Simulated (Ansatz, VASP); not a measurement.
**One calculation of SnO, two programs**

```
Sn O
1.0
     3.42081    0.00000    0.00000
     0.00000    5.78539    0.00000
     0.00000    0.00000    4.30477
Sn O
2 2
Direct
  0.00000 0.23191 0.51314
  0.50000 0.76809 0.01314
  0.00000 0.89125 0.73686
  0.50000 0.10875 0.23686
```

Alike in both runs: task single point; functional PBEsol; k mesh 6 × 4 × 6; occupations fermi-dirac, width 0.02 eV; no spin polarisation.

|  | VASP | Ansatz |
| --- | --- | --- |
| version | VASP 6.6.1 | Ansatz 0.2.0 |
| potentials or method | VASP PAW PBE potentials, release 64 (Sn_d, O), cutoff 520 eV | plane waves, PAW |
| valence electrons in the cell | 40 | 40 |

|  | VASP | Ansatz | Ansatz less VASP |
| --- | --- | --- | --- |
| pressure (GPa) | -6.5 | -6.6 | -0.16 |
| traceless stress, the component that is largest in VASP (GPa) | -1.11 | -1.15 | -0.040 |

VASP's potentials were made for PBE, not for PBEsol. The functional is the same, so the differences come from potentials, cutoffs and numerics.
